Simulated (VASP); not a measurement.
# MgCd2TeSe2 (P4/mmm) in VASP: relaxation of cell and atoms with PBE

Aim: the relaxation of cell and atoms of MgCd2TeSe2 with PBE.

Program: VASP 6.6.1. These are calculated values, not measurements. Logs are shortened: lines on timing, memory, paths and dates and some standing lists are left out, and cuts for length are marked.

### 1 The cell of the first run

The structure is tetragonal, space group P4/mmm (No. 123). Conventional cell: a = 4.009 Å, b = 4.009 Å, c = 12.135 Å, α = 90.00°, β = 90.00°, γ = 90.00°. Within 3.7 Å of Mg (site symmetry 4/mmm) lie 4 Se at 2.83 Å. Cd (site symmetry 4mm) has 1 Te at 2.98 Å and 5 Se at 3.09 to 4.11 Å and 4 Cd at 4.01 Å and 4 Mg at 4.19 Å within 4.2 Å. Within 3.7 Å of Te (site symmetry 4/mmm) lie 4 Se at 2.83 Å and 2 Cd at 2.98 Å. Within 3.7 Å of Se (site symmetry 4/mmm) lie 4 Te at 2.83 Å. Se (site symmetry 4/mmm) has 4 Mg at 2.83 Å and 2 Cd at 3.09 Å within 3.7 Å.

The cell was built from a structure type or drawn by symmetry, and may not be a known phase.

### 2 Relaxation of cell and atoms, PBE

File INCAR:

```
SYSTEM = MgCd2TeSe2
PREC     = Accurate       ! precision mode
ENCUT    = 600            ! plane-wave cutoff, eV
EDIFF    = 1E-7           ! SCF threshold, eV
ISMEAR   = 0              ! smearing method
SIGMA    = 0.1            ! smearing width, eV
LREAL    = .FALSE.        ! projectors in reciprocal space
LASPH    = .TRUE.         ! aspherical terms in the spheres
NELM     = 80             ! most SCF steps
ALGO     = Normal         ! electronic algorithm
ISIF     = 3              ! what is computed and relaxed
LWAVE    = .FALSE.        ! write WAVECAR
LCHARG   = .FALSE.        ! write CHGCAR
GGA      = PE             ! functional
IBRION   = 2              ! ionic algorithm
NSW      = 100            ! ionic steps
EDIFFG   = -0.01          ! ionic threshold
```

File KPOINTS:

```
Automatic mesh
0
G
  10 10 4
  0 0 0
```

File POSCAR:

```
MgCd2TeSe2
1.0
    4.0092080048      0.0000000000      0.0000000000
    0.0000000000      4.0092080048      0.0000000000
    0.0000000000      0.0000000000     12.1353362305
Mg Cd Te Se
1 2 1 2
Direct
    0.5000000000      0.5000000000      0.5000000000
    0.0000000000      0.0000000000      0.2454290594
    0.0000000000      0.0000000000      0.7545709406
    0.0000000000      0.0000000000      0.0000000000
    0.5000000000      0.5000000000      0.0000000000
    0.0000000000      0.0000000000      0.5000000000
```

Potentials or basis: VASP PAW PBE potentials, release 64 (Mg, Cd, Te, Se).

Launch:

```console
> cat potpaw_PBE.64/Mg/POTCAR potpaw_PBE.64/Cd/POTCAR potpaw_PBE.64/Te/POTCAR potpaw_PBE.64/Se/POTCAR > POTCAR
> mpirun -np 1 vasp_std > vasp.out
```

OUTCAR:

```text
SYSTEM = MgCd2TeSe2
   PREC = Accurate
   ENCUT = 600
   EDIFF = 1E-7
   ISMEAR = 0
   LREAL = .FALSE.
   LASPH = .TRUE.
   NELM = 80
   ISIF = 3
   GGA = PE
   IBRION = 2
   NSW = 100
   EDIFFG = -0.01

 ion  position               nearest neighbor table
   1  0.500  0.500  0.500-   6 2.83   6 2.83   6 2.83   6 2.83
   2  0.000  0.000  0.245-   4 2.98   6 3.09
   3  0.000  0.000  0.755-   4 2.98   6 3.09
   4  0.000  0.000  0.000-   5 2.83   5 2.83   5 2.83   5 2.83   2 2.98   3 2.98
   5  0.500  0.500  0.000-   4 2.83   4 2.83   4 2.83   4 2.83
   6  0.000  0.000  0.500-   1 2.83   1 2.83   1 2.83   1 2.83   3 3.09   2 3.09

  LATTYP: Found a simple tetragonal cell.
 ALAT       =     4.0092080048
 C/A-ratio  =     3.0268662080

  Lattice vectors:

 A1 = (   4.0092080048,   0.0000000000,   0.0000000000)
 A2 = (   0.0000000000,   4.0092080048,   0.0000000000)
 A3 = (   0.0000000000,   0.0000000000,  12.1353362305)

Analysis of symmetry for initial positions (statically):
=====================================================================
 Subroutine PRICEL returns:
 Original cell was already a primitive cell.

 Routine SETGRP: Setting up the symmetry group for a
 simple tetragonal supercell.

 Subroutine GETGRP returns: Found 16 space group operations
 (whereof 16 operations were pure point group operations)
 out of a pool of 16 trial point group operations.

The static configuration has the point symmetry D_4h.

Analysis of symmetry for dynamics (positions and initial velocities):
=====================================================================
 Subroutine PRICEL returns:
 Original cell was already a primitive cell.

 Routine SETGRP: Setting up the symmetry group for a
 simple tetragonal supercell.

 Subroutine GETGRP returns: Found 16 space group operations
 (whereof 16 operations were pure point group operations)
 out of a pool of 16 trial point group operations.

The dynamic configuration has the point symmetry D_4h.

 Subroutine INISYM returns: Found 16 space group operations
 (whereof 16 operations are pure point group operations),
 and found     1 'primitive' translations

----------------------------------------------------------------------------------------

                                     Primitive cell

  volume of cell :     195.0603

  direct lattice vectors                    reciprocal lattice vectors
     4.009208005  0.000000000  0.000000000     0.249425821  0.000000000  0.000000000
     0.000000000  4.009208005  0.000000000     0.000000000  0.249425821  0.000000000
     0.000000000  0.000000000 12.135336231     0.000000000  0.000000000  0.082403980

  length of vectors
     4.009208005  4.009208005 12.135336231     0.249425821  0.249425821  0.082403980

  position of ions in fractional coordinates (direct lattice)
     0.500000000  0.500000000  0.500000000
     0.000000000  0.000000000  0.245429059
     0.000000000  0.000000000  0.754570941
     0.000000000  0.000000000  0.000000000
     0.500000000  0.500000000  0.000000000
     0.000000000  0.000000000  0.500000000

  ion indices of the primitive-cell ions
   primitive index   ion index
                 1           1
                 2           2
                 3           3
                 4           4
                 5           5
                 6           6

----------------------------------------------------------------------------------------

 KPOINTS: Automatic mesh

Automatic generation of k-mesh.
 Grid dimensions read from file:
 generate k-points for:   10   10    4

 Generating k-lattice:

  Cartesian coordinates                     Fractional coordinates (reciprocal lattice)
     0.024942582  0.000000000  0.000000000     0.100000000  0.000000000  0.000000000
     0.000000000  0.024942582  0.000000000     0.000000000  0.100000000  0.000000000
     0.000000000  0.000000000  0.020600995     0.000000000  0.000000000  0.250000000

  Length of vectors
     0.024942582  0.024942582  0.020600995

  Shift w.r.t. Gamma in fractional coordinates (k-lattice)
     0.000000000  0.000000000  0.000000000

 Subroutine IBZKPT returns following result:
 ===========================================

 Found     63 irreducible k-points:

 Following reciprocal coordinates:
            Coordinates               Weight
  0.000000  0.000000  0.000000      1.000000
  0.100000  0.000000  0.000000      4.000000
  0.200000  0.000000  0.000000      4.000000
  0.300000  0.000000  0.000000      4.000000
  0.400000  0.000000  0.000000      4.000000
  0.500000  0.000000  0.000000      2.000000
[... 16 lines left out ...]
  0.100000  0.000000  0.250000      8.000000
  0.200000  0.000000  0.250000      8.000000
 [... further k-points ...]
   k-points           NKPTS =     63   k-points in BZ     NKDIM =     63   number of bands    NBANDS=     26
   number of dos      NEDOS =    301   number of ions     NIONS =      6
   total plane-waves  NPLWV = 100352
   dimension x,y,z NGX =    32 NGY =   32 NGZ =   98
   dimension x,y,z NGXF=    64 NGYF=   64 NGZF=  196
   ions per type =               1   2   1   2
   NGX,Y,Z   is equivalent  to a cutoff of  13.27, 13.27, 13.43 a.u.
   NGXF,Y,Z  is equivalent  to a cutoff of  26.54, 26.54, 26.85 a.u.
 SYSTEM =  MgCd2TeSe2
   PREC   = accura    normal or accurate (medium, high low for compatibility)
   ISTART =      0    job   : 0-new  1-cont  2-samecut
   ICHARG =      2    charge: 1-file 2-atom 10-const
   ISPIN  =      1    spin polarized calculation?
   LNONCOLLINEAR =      F non collinear calculations
   LSORBIT =      F    spin-orbit coupling
   LASPH  =      T    aspherical Exc in radial PAW
   ENCUT  =  600.0 eV  44.10 Ry    6.64 a.u.   8.01  8.01 24.24*2*pi/ulx,y,z
   NELM   =     80;   NELMIN=  2; NELMDL= -5     # of ELM steps
   EDIFF  = 0.1E-06   stopping-criterion for ELM
   LREAL  =      F    real-space projection
   EDIFFG = -.1E-01   stopping-criterion for IOM
   NSW    =    100    number of steps for IOM
   IBRION =      2    ionic relax: 0-MD 1-quasi-New 2-CG
   NFREE  =      1    steps in history (QN), initial steepest desc. (CG)
   ISIF   =      3    stress and relaxation
   ISYM   =      2    0-nonsym 1-usesym 2-fastsym
   POTIM  = 0.5000    time-step for ionic-motion
   TEBEG  =    0.0;   TEEND  =   0.0 temperature during run
   PSTRESS=    0.0 pullay stress
   NELECT =      44.0000    total number of electrons
   NUPDOWN=      -1.0000    fix difference up-down
   EMIN   =  10.00;   EMAX   =-10.00  energy-range for DOS
   EFERMI =   0.00;   METHOD = LEGACY
   ISMEAR =     0;   SIGMA  =   0.10  broadening in eV -4-tet -1-fermi 0-gaus
   EFERMI_NEDOS =   21; number of points for ismear=-14 and -15
   IALGO  =     38    algorithm
   IMIX   =      4    mixing-type and parameters
     AMIX     =   0.40;   BMIX     =  1.00
     AMIX_MAG =   1.60;   BMIX_MAG =  1.00
  volume/ion in A,a.u.               =      32.51       219.39
  Fermi-wavevector in a.u.,A,eV,Ry     =   0.996558  1.883222 13.512334  0.993129
  Thomas-Fermi vector in A             =   2.128655
   LORBIT       =      0    0 simple, 1 ext, 2 COOP (PROOUT), +10 PAW based schemes
   GGA     = PE    functional components
   LHFCALC =     F    Hartree Fock is set to
   AEXX    =    0.0000 exact exchange contribution
   IVDW    =     0    specifies the selected vdW correction
   LEPSILON=     F    determine dielectric tensor
   LRPA    =     F    only Hartree local field effects (RPA)
 conjugate gradient relaxation of ions
 non-spin polarized calculation
 Gauss-broadening in eV      SIGMA  =   0.10
  energy-cutoff  :      600.00
  volume of cell :      195.06
 maximum number of plane-waves:      6568
   NGX = 17   NGY = 17   NGZ = 49

--------------------------------------- Ionic step        1  -------------------------------------------

 number of electron      44.0000013 magnetization

 Free energy of the ion-electron system (eV)
  ---------------------------------------------------
  ext. energy  EPLUGINS =         0.00000000
  ---------------------------------------------------
  free energy    TOTEN  =       -13.48899430 eV

  energy without entropy =      -13.47682086  energy(sigma->0) =      -13.48290758

------------------------ aborting loop because EDIFF is reached ----------------------------------------

  FORCE on cell =-STRESS in cart. coord.  units (eV):
  Direction    XX          YY          ZZ          XY          YZ          ZX
  --------------------------------------------------------------------------------------
  -------------------------------------------------------------------------------------
  Total       -1.1078641     -1.1078641      0.5889461      0.0000000      0.0000000     -0.0000000
  in kB       -9.0997213     -9.0997213      4.8374572      0.0000000      0.0000000     -0.0000000
  external PRESSURE =      -4.4539951 kB  Pullay stress =       0.0000000 kB
[... 225 lines left out ...]
  energy  without entropy=      -13.4982951824  energy(sigma->0) =      -13.50424241

--------------------------------------- Ionic step        7  -------------------------------------------

 number of electron      44.0000007 magnetization

 Free energy of the ion-electron system (eV)
  ---------------------------------------------------
  ext. energy  EPLUGINS =         0.00000000
  ---------------------------------------------------
  free energy    TOTEN  =       -13.51025887 eV

  energy without entropy =      -13.49821144  energy(sigma->0) =      -13.50423516

 E-fermi :   2.3723     XC(G=0):  -8.3830

 val. band max:        2.3648429987   @ k =   0.1000   0.0000   0.2500
 cond. band min:       2.3763634887   @ k =   0.1000   0.1000   0.2500
 fundamental gap:      0.0115204901
 Fermi energy:         2.3722773444

 k-point     1 :       0.0000    0.0000    0.0000
  band No.  band energies     occupation
      1     -12.5731      2.00000
      2     -11.2582      2.00000
      3      -6.8568      2.00000
      4      -6.1608      2.00000
      5      -6.1175      2.00000
      6      -6.1172      2.00000
[... 685 lines left out ...]
     25       4.1808      0.00000
     26       4.7740      0.00000

 [... further k-points ...]

------------------------ aborting loop because EDIFF is reached ----------------------------------------

  FORCE on cell =-STRESS in cart. coord.  units (eV):
  Direction    XX          YY          ZZ          XY          YZ          ZX
  --------------------------------------------------------------------------------------
  -------------------------------------------------------------------------------------
  Total       -0.0018848     -0.0018848     -0.0128803      0.0000000      0.0000000      0.0000000
  in kB       -0.0156188     -0.0156188     -0.1067357      0.0000000      0.0000000      0.0000000
  external PRESSURE =      -0.0459911 kB  Pullay stress =       0.0000000 kB
[... 21 lines left out ...]
  FREE ENERGIE OF THE ION-ELECTRON SYSTEM (eV)
  ---------------------------------------------------
  free  energy   TOTEN  =       -13.5102588676 eV

  energy  without entropy=      -13.4982114444  energy(sigma->0) =      -13.50423516

 reached required accuracy - stopping structural energy minimisation
```

Wall time 15 min (1 thread of Intel Xeon 6975P-C (Granite Rapids), shared host); peak memory 0.67 GiB.

What came out:

* Free energy: -13.5103 eV
* Relaxed volume: 32.22 Å³/atom
* Relaxed cell: a = 3.959 Å, b = 3.959 Å, c = 12.337 Å, α = 90.00°, β = 90.00°, γ = 90.00°
* Space group after relaxing (to 0.1 Å): P4/mmm (No. 123)
* Energy gained by relaxing: 3.5 meV/atom
* Ionic steps: 7
* Pressure after relaxing: 0.0 GPa
* Largest force after relaxing: 0.008 eV/Å
* Band gap on the k mesh: zero (bands 22 and 23 overlap by 1.72 eV)

Forces on the atoms (eV/Å):
```
Mg   0.000  0.000  0.000
Cd   0.000  0.000  0.008
Cd   0.000  0.000 -0.008
Te   0.000  0.000  0.000
Se   0.000  0.000  0.000
Se   0.000  0.000  0.000
```

The path:
```csv
step,energy change (eV),largest force (eV/Å),pressure (GPa),volume (Å³)
1,0.0000,0.1283,-0.45,195.06
2,-0.0163,0.0951,0.01,192.51
3,-0.0181,0.0820,0.22,191.43
4,-0.0204,0.0444,0.09,192.49
5,-0.0212,0.0078,-0.05,193.65
6,-0.0212,0.0107,-0.04,193.55
7,-0.0213,0.0077,0.00,193.34
```

Final structure:
```xyz
6
Lattice="3.9587 0.0000 0.0000 0.0000 3.9587 0.0000 0.0000 0.0000 12.3371" Properties=species:S:1:pos:R:3 pbc="T T T"
Mg    1.9794    1.9794    6.1686
Cd    0.0000    0.0000    3.0479
Cd    0.0000    0.0000    9.2892
Te    3.9587    0.0000   12.3371
Se    1.9794    1.9794   12.3371
Se    3.9587    0.0000    6.1686
```

Levels at points of the mesh, in eV from the Fermi level:
| k point | band 18 | band 19 | band 20 | band 21 | band 22 | band 23 | band 24 | band 25 | band 26 |
| --- | --- | --- | --- | --- | --- | --- | --- | --- | --- |
| (0.00, 0.00, 0.00) | -3.49 | -2.57 | -2.57 | -0.83 | -0.27 | 0.63 | 2.54 | 3.06 | 3.25 |
| (0.50, 0.00, 0.00) | -2.35 | -2.17 | -1.95 | -1.53 | -1.49 | -1.13 | 0.06 | 0.61 | 0.96 |
| (0.50, 0.50, 0.00) | -3.23 | -2.71 | -1.84 | -0.64 | -0.39 | 1.10 | 1.10 | 2.06 | 2.06 |
| (0.00, 0.00, 0.50) | -2.57 | -2.57 | -2.43 | -1.81 | -0.17 | 0.49 | 3.06 | 3.17 | 3.25 |
| (0.50, 0.00, 0.50) | -2.35 | -2.17 | -1.53 | -1.51 | -1.29 | -0.57 | -0.54 | -0.18 | 1.01 |
| (0.50, 0.50, 0.50) | -3.07 | -2.98 | -1.84 | -0.64 | 0.55 | 0.77 | 1.47 | 1.47 | 1.49 |

Caveat: spin-orbit coupling is left out, which moves the levels of the heavy elements.
